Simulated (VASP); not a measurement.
# Nb in VASP: notebook, part 2 of 2

VASP 6.6.1. Earlier steps stand in the parts before.

### Step 4. Electric field gradients, PBEsol (shortest bond scaled by 0.94)

File INCAR:

```
SYSTEM = Nb
PREC = Accurate ; ENCUT = 520
EDIFF = 1E-8 ; ISMEAR = -1
SIGMA = 0.05 ; LREAL = .False.
LASPH = .True. ; NELM = 60
ALGO = Normal ; ISIF = 2
LWAVE = .False. ; LCHARG = .False.
GGA = PS ; LEFG = .True.
NBANDS = 20
```

File KPOINTS:

```
regular mesh
0
Gamma
  9 9 9
  0 0 0
```

File POSCAR:

```
Nb
1.0
    0.0000000000      2.8296800281      2.8296800281
    2.8296800281      0.0000000000      2.8296800281
    2.8296800281      2.8296800281      0.0000000000
Nb
2
Direct
   -0.1475000000     -0.1175000000     -0.1175000000
    0.1475000000      0.1175000000      0.1175000000
```

Potentials or basis: VASP PAW PBE potentials, release 64 (Nb_sv).

On the command line:

```sh
> cat potpaw_PBE.64/Nb_sv/POTCAR > POTCAR
> mpirun -np 1 vasp_std > vasp.out
```

OUTCAR:

```text
SYSTEM = Nb
   PREC = Accurate
   ENCUT = 520
   EDIFF = 1E-8
   ISMEAR = -1
   LREAL = .False.
   LASPH = .True.
   NELM = 60
   ISIF = 2
   GGA = PS

 ion  position               nearest neighbor table
   1  0.852  0.883  0.883-   2 2.30   2 2.50   2 2.50   2 2.50
   2  0.148  0.117  0.117-   1 2.30   1 2.50   1 2.50   1 2.50

  LATTYP: Found a face centered cubic cell.
 ALAT       =     5.6593600562

  Lattice vectors:

 A1 = (   0.0000000000,   2.8296800281,   2.8296800281)
 A2 = (   2.8296800281,   0.0000000000,   2.8296800281)
 A3 = (   2.8296800281,   2.8296800281,   0.0000000000)

Analysis of symmetry for initial positions (statically):
=====================================================================
 Subroutine PRICEL returns:
 Original cell was already a primitive cell.

 Routine SETGRP: Setting up the symmetry group for a
 face centered cubic supercell.

 Subroutine GETGRP returns: Found 12 space group operations
 (whereof  4 operations were pure point group operations)
 out of a pool of 48 trial point group operations.

The static configuration has the point symmetry C_2h.
 The point group associated with its full space group is D_3d.

Analysis of symmetry for dynamics (positions and initial velocities):
=====================================================================
 Subroutine PRICEL returns:
 Original cell was already a primitive cell.

 Routine SETGRP: Setting up the symmetry group for a
 face centered cubic supercell.

 Subroutine GETGRP returns: Found 12 space group operations
 (whereof  4 operations were pure point group operations)
 out of a pool of 48 trial point group operations.

The dynamic configuration has the point symmetry C_2h.
 The point group associated with its full space group is D_3d.

 Subroutine INISYM returns: Found 12 space group operations
 (whereof  4 operations are pure point group operations),
 and found     1 'primitive' translations

----------------------------------------------------------------------------------------

                                     Primitive cell

  volume of cell :      45.3150

  direct lattice vectors                    reciprocal lattice vectors
     0.000000000  2.829680028  2.829680028    -0.176698424  0.176698424  0.176698424
     2.829680028  0.000000000  2.829680028     0.176698424 -0.176698424  0.176698424
     2.829680028  2.829680028  0.000000000     0.176698424  0.176698424 -0.176698424

  length of vectors
     4.001771873  4.001771873  4.001771873     0.306050647  0.306050647  0.306050647

  position of ions in fractional coordinates (direct lattice)
     0.852500000  0.882500000  0.882500000
     0.147500000  0.117500000  0.117500000

  ion indices of the primitive-cell ions
   primitive index   ion index
                 1           1
                 2           2

----------------------------------------------------------------------------------------

 KPOINTS: regular mesh

[... 66 lines left out ...]
   NELM   =     60;   NELMIN=  2; NELMDL= -5     # of ELM steps
   EDIFF  = 0.1E-07   stopping-criterion for ELM
   LREAL  =      F    real-space projection
   EDIFFG = 0.1E-06   stopping-criterion for IOM
   NSW    =      0    number of steps for IOM
   IBRION =     -1    ionic relax: 0-MD 1-quasi-New 2-CG
   NFREE  =      0    steps in history (QN), initial steepest desc. (CG)
   ISIF   =      2    stress and relaxation
   ISYM   =      2    0-nonsym 1-usesym 2-fastsym
   POTIM  = 0.5000    time-step for ionic-motion
   TEBEG  =    0.0;   TEEND  =   0.0 temperature during run
   PSTRESS=    0.0 pullay stress
   NELECT =      26.0000    total number of electrons
   NUPDOWN=      -1.0000    fix difference up-down
   EMIN   =  10.00;   EMAX   =-10.00  energy-range for DOS
   EFERMI =   0.00;   METHOD = LEGACY
   ISMEAR =    -1;   SIGMA  =   0.05  broadening in eV -4-tet -1-fermi 0-gaus
   EFERMI_NEDOS =   21; number of points for ismear=-14 and -15
   IALGO  =     38    algorithm
   IMIX   =      4    mixing-type and parameters
     AMIX     =   0.40;   BMIX     =  1.00
     AMIX_MAG =   1.60;   BMIX_MAG =  1.00
  volume/ion in A,a.u.               =      22.66       152.90
  Fermi-wavevector in a.u.,A,eV,Ry     =   1.360354  2.570696 25.178440  1.850563
  Thomas-Fermi vector in A             =   2.487023
   LORBIT       =      0    0 simple, 1 ext, 2 COOP (PROOUT), +10 PAW based schemes
   GGA     = PS    functional components
   LHFCALC =     F    Hartree Fock is set to
   AEXX    =    0.0000 exact exchange contribution
   IVDW    =     0    specifies the selected vdW correction
   LEPSILON=     F    determine dielectric tensor
   LRPA    =     F    only Hartree local field effects (RPA)
 non-spin polarized calculation
  energy-cutoff  :      520.00
  volume of cell :       45.32
 maximum number of plane-waves:      1243
 NGX is ok and might be reduce to    30
   NGX = 15   NGY = 15   NGZ = 15

 number of electron      25.9999998 magnetization

 Free energy of the ion-electron system (eV)
  ---------------------------------------------------
  ext. energy  EPLUGINS =         0.00000000
  ---------------------------------------------------
  free energy    TOTEN  =       -16.55117517 eV

  energy without entropy =      -16.53021013  energy(sigma->0) =      -16.54069265

 E-fermi :   8.0296     XC(G=0): -11.0739

 val. band max:        8.0260865244   @ k =   0.0000   0.3333   0.1111
 cond. band min:       8.0328824384   @ k =   0.4444   0.3333   0.1111
 fundamental gap:      0.0067959140
 Fermi energy:         8.0296030837

 k-point     1 :       0.0000    0.0000    0.0000
  band No.  band energies     occupation
      1     -46.5844      2.00000
      2     -45.4771      2.00000
      3     -23.6180      2.00000
      4     -22.7952      2.00000
      5     -22.7952      2.00000
      6     -21.7317      2.00000
[... 541 lines left out ...]
     19      13.5638      0.00000
     20      15.1888      0.00000

 [... further k-points ...]
[... 5 lines left out ...]
  --------------------------------------------------------------------------------------
  -------------------------------------------------------------------------------------
  Total        2.0390306      2.0390306      2.0390306     -1.2598339      1.2598339     -1.2598339
  in kB       72.0928752     72.0928752     72.0928752    -44.5432489     44.5432489    -44.5432489
  external PRESSURE =      72.0928752 kB  Pullay stress =       0.0000000 kB

 VOLUME and BASIS-vectors are now :
 -----------------------------------------------------------------------------
  energy-cutoff  :      520.00
  volume of cell :       45.32
      direct lattice vectors                 reciprocal lattice vectors
     0.000000000  2.829680028  2.829680028    -0.176698424  0.176698424  0.176698424
     2.829680028  0.000000000  2.829680028     0.176698424 -0.176698424  0.176698424
     2.829680028  2.829680028  0.000000000     0.176698424  0.176698424 -0.176698424

 POSITION                                       TOTAL-FORCE (eV/Angst)
 -----------------------------------------------------------------------------------
      4.99439      4.90949      4.90949         0.011752     -0.011752     -0.011752
      0.66497      0.74987      0.74987        -0.011752      0.011752      0.011752
 -----------------------------------------------------------------------------------
    total drift:                               -0.000000     -0.000000     -0.000000

  FREE ENERGIE OF THE ION-ELECTRON SYSTEM (eV)
  ---------------------------------------------------
  free  energy   TOTEN  =       -16.5511751683 eV

  energy  without entropy=      -16.5302101318  energy(sigma->0) =      -16.54069265

 Electric field gradients (V/A^2)
---------------------------------------------------------------------
 ion       V_xx      V_yy      V_zz      V_xy      V_xz      V_yz
---------------------------------------------------------------------
   1       0.000    -0.000    -0.000   -16.621   -16.621    16.621
   2       0.000    -0.000    -0.000   -16.621   -16.621    16.621
---------------------------------------------------------------------

 Electric field gradients after diagonalization (V/A^2)
 (convention: |V_zz| > |V_xx| > |V_yy|)
----------------------------------------------------------------------
 ion       V_xx      V_yy      V_zz     asymmetry (V_yy - V_xx)/ V_zz
----------------------------------------------------------------------
   1     -16.621   -16.621    33.242       0.000
   2     -16.621   -16.621    33.242       0.000
----------------------------------------------------------------------

           NMR quadrupolar parameters

 Cq : quadrupolar parameter    Cq=e*Q*V_zz/h
 eta: asymmetry parameters     (V_yy - V_xx)/ V_zz
 Q  : nuclear electric quadrupole moment in mb (millibarn)
----------------------------------------------------------------------
 ion       Cq(MHz)       eta       Q (mb)
----------------------------------------------------------------------
   1       0.080       0.000       1.000
   2       0.080       0.000       1.000
----------------------------------------------------------------------
```

OSZICAR:

```text
N       E                     dE             d eps       ncg     rms          rms(c)
DAV:   1     0.301321466516E+03    0.30132E+03   -0.14752E+04  3400   0.132E+03
DAV:   2     0.740350146565E+01   -0.29392E+03   -0.28589E+03  3876   0.520E+02
DAV:   3    -0.156777100520E+02   -0.23081E+02   -0.22063E+02  6640   0.105E+02
DAV:   4    -0.166219202388E+02   -0.94421E+00   -0.93017E+00  4584   0.191E+01
DAV:   5    -0.166746590083E+02   -0.52739E-01   -0.52624E-01  5868   0.423E+00    0.991E+00
DAV:   6    -0.165351185832E+02    0.13954E+00   -0.42290E-01  5416   0.631E+00    0.450E+00
DAV:   7    -0.165434984558E+02   -0.83799E-02   -0.15130E-01  6120   0.379E+00    0.118E+00
DAV:   8    -0.165511439205E+02   -0.76455E-02   -0.30136E-02  5108   0.152E+00    0.191E-01
DAV:   9    -0.165510985193E+02    0.45401E-04   -0.25384E-03  5296   0.438E-01    0.159E-01
DAV:  10    -0.165511797563E+02   -0.81237E-04   -0.40878E-04  4108   0.233E-01    0.277E-02
DAV:  11    -0.165511749817E+02    0.47746E-05   -0.23651E-05  5124   0.467E-02    0.616E-03
DAV:  12    -0.165511754829E+02   -0.50124E-06   -0.11229E-06  5264   0.120E-02    0.266E-03
DAV:  13    -0.165511751747E+02    0.30818E-06   -0.20013E-07  5908   0.428E-03    0.661E-04
DAV:  14    -0.165511751683E+02    0.64401E-08   -0.12992E-08  3196   0.109E-03
   1 F= -.16551175E+02 E0= -.16540693E+02  d E =-.209650E-01
```

stdout:

```text
POSCAR found type information on POSCAR Nb
 POSCAR found :  1 types and       2 ions
 scaLAPACK will be used
 -----------------------------------------------------------------------------
|                                                                             |
|                                                                             |
|     You enforced a specific xc type in the INCAR file but a different       |
|     I HOPE YOU KNOW WHAT YOU ARE DOING!                                     |
|                                                                             |
 -----------------------------------------------------------------------------

 LDA part: xc-table for (Slater+PW92), standard interpolation
 POSCAR, INCAR and KPOINTS ok, starting setup
 FFT: planning ... GRIDC
 FFT: planning ... GRID_SOFT
 FFT: planning ... GRID
 WAVECAR not read
 entering main loop
ion   1

ion   2
```

Run time: 2.3 min. Hardware: 1 thread of Intel Xeon 8259CL, shared host; peak memory 0.21 GiB.

What came out:

```yaml
Free_energy: -16.5512 eV
Pressure: 7.2 GPa
Largest_force: 0.020 eV/Å
Band_gap_on_the_k_mesh: zero (bands 13 and 14 overlap by 1.96 eV)
Largest_electric_field_gradient_by_atom: Nb +33.2 V/Å²
```

Forces on the atoms (eV/Å):
```
Nb   0.012 -0.012 -0.012
Nb  -0.012  0.012  0.012
```

Levels at points of the mesh, in eV from the Fermi level:
```tsv
k point	band 9	band 10	band 11	band 12	band 13	band 14	band 15	band 16	band 17	band 18
(0.00, 0.00, 0.00)	-4.78	-1.92	-1.92	-0.83	-0.83	-0.17	1.84	2.25	2.25	5.87
```

Electric field gradients, principal values (V/Å²):
```tsv
atom	least	middle	greatest (by size)
1 Nb	-16.621	-16.621	33.242
2 Nb	-16.621	-16.621	33.242
```

Caveat: the cell differs from its parent crystal (shortest bond scaled by 0.94); the cell stands under pressure; without QUAD_EFG the Cq values of the log hold for a quadrupole moment of 1 mb, not for the nuclei; the PAW data sets were made with another functional, which shifts forces and pressure a little.

The gap in the log of VASP goes by the Fermi energy; the results here count the filled bands.